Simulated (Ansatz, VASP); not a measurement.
**BaTiO3: VASP beside Ansatz**

The input INCAR:

```
SYSTEM = BaTiO3
  ALGO = Normal
  EDIFF = 1E-6
  ENCUT = 520
  GGA = PE
  ISIF = 2
  ISMEAR = 0
  LASPH = .TRUE.
  LCHARG = .TRUE.
  LELF = .TRUE.
  LREAL = Auto
  LVHAR = .TRUE.
  LWAVE = .FALSE.
  NBANDS = 73
  NELM = 100
  PREC = Accurate
  SIGMA = 0.05
```

File KPOINTS:

```
k-points
0
G
  6 6 2
  0 0 0
```

Contents of POSCAR:

```
BaTiO3
1.0
    2.8630706609     -1.6529946168     -2.3563003513
    0.0000000000      3.3059892335     -2.3563003513
   10.0071492233      5.7776302979      8.2174967075
Ba Ti O
3 3 9
Direct
    0.9929939882      0.9929939882      0.7897162146
    0.9944815466      0.9944815466      0.2170855704
    0.9937377674      0.9937377674      0.5034008925
    0.4806098505      0.4806098505      0.0780030352
    0.4798660713      0.4798660713      0.3643183573
    0.4791222921      0.4791222921      0.6506336794
    0.5114264213      0.0220500010      0.0691863365
    0.5106826421      0.0213062218      0.3555016586
    0.5099388629      0.0205624426      0.6418169807
    0.0220500010      0.5114264213      0.0691863365
    0.0213062218      0.5106826421      0.3555016586
    0.0205624426      0.5099388629      0.6418169807
    0.5110624333      0.5110624333      0.2093023039
    0.5103186541      0.5103186541      0.4956176260
    0.5095748749      0.5095748749      0.7819329481
```

Input for Ansatz:

```yaml
crystal:
  lattice:
    - [2.8630706609, -1.6529946168, -2.3563003513]
    - [0.0, 3.3059892335, -2.3563003513]
    - [10.0071492233, 5.7776302979, 8.2174967075]
  atoms:
    - { symbol: Ba, position: [0.9929939882, 0.9929939882, 0.7897162146] }
    - { symbol: Ba, position: [0.9944815466, 0.9944815466, 0.2170855704] }
    - { symbol: Ba, position: [0.9937377674, 0.9937377674, 0.5034008925] }
    - { symbol: Ti, position: [0.4806098505, 0.4806098505, 0.0780030352] }
    - { symbol: Ti, position: [0.4798660713, 0.4798660713, 0.3643183573] }
    - { symbol: Ti, position: [0.4791222921, 0.4791222921, 0.6506336794] }
    - { symbol: O, position: [0.5114264213, 0.022050001, 0.0691863365] }
    - { symbol: O, position: [0.5106826421, 0.0213062218, 0.3555016586] }
    - { symbol: O, position: [0.5099388629, 0.0205624426, 0.6418169807] }
    - { symbol: O, position: [0.022050001, 0.5114264213, 0.0691863365] }
    - { symbol: O, position: [0.0213062218, 0.5106826421, 0.3555016586] }
    - { symbol: O, position: [0.0205624426, 0.5099388629, 0.6418169807] }
    - { symbol: O, position: [0.5110624333, 0.5110624333, 0.2093023039] }
    - { symbol: O, position: [0.5103186541, 0.5103186541, 0.495617626] }
    - { symbol: O, position: [0.5095748749, 0.5095748749, 0.7819329481] }
basis:
  ecutwfc: 420
kpoints:
  mp_grid: { grid: [6, 6, 2] }
hamiltonian:
  xc: pbe
scf:
  occupations: { method: gaussian, width: 0.05 }
output:
  forces: true
  stress: true
  eigenvalues: true
```

Alike in both runs: task single point; functional PBE; k mesh 6 × 6 × 2; occupations gaussian, width 0.05 eV; no spin polarisation.

```csv
,VASP,Ansatz
version,VASP 6.6.1,Ansatz 0.2.0
potentials or method,"VASP PAW PBE potentials, release 64 (Ba_sv, Ti_sv, O), cutoff 520 eV","scalar-relativistic, plane waves, PAW"
valence electrons in the cell,120,120
```

VASP gave:

* gap on the k mesh at the Fermi level (eV): 0.88
* least direct gap on the mesh (eV): 1.80
* pressure (GPa): -1.8
* traceless stress, the component that is largest in VASP (GPa): 0.21
* rms of the force components (eV/Å): 0.348

Task: Which values does Ansatz return?

Result: gap on the k mesh at the Fermi level (eV): 0.88; least direct gap on the mesh (eV): 1.80; pressure (GPa): -3.1; traceless stress, the component that is largest in VASP (GPa): 0.29; rms of the force components (eV/Å): 0.348.

Atom by atom the forces differ by 0.046 eV/Å (rms over components).

Neither program's run includes spin-orbit coupling.
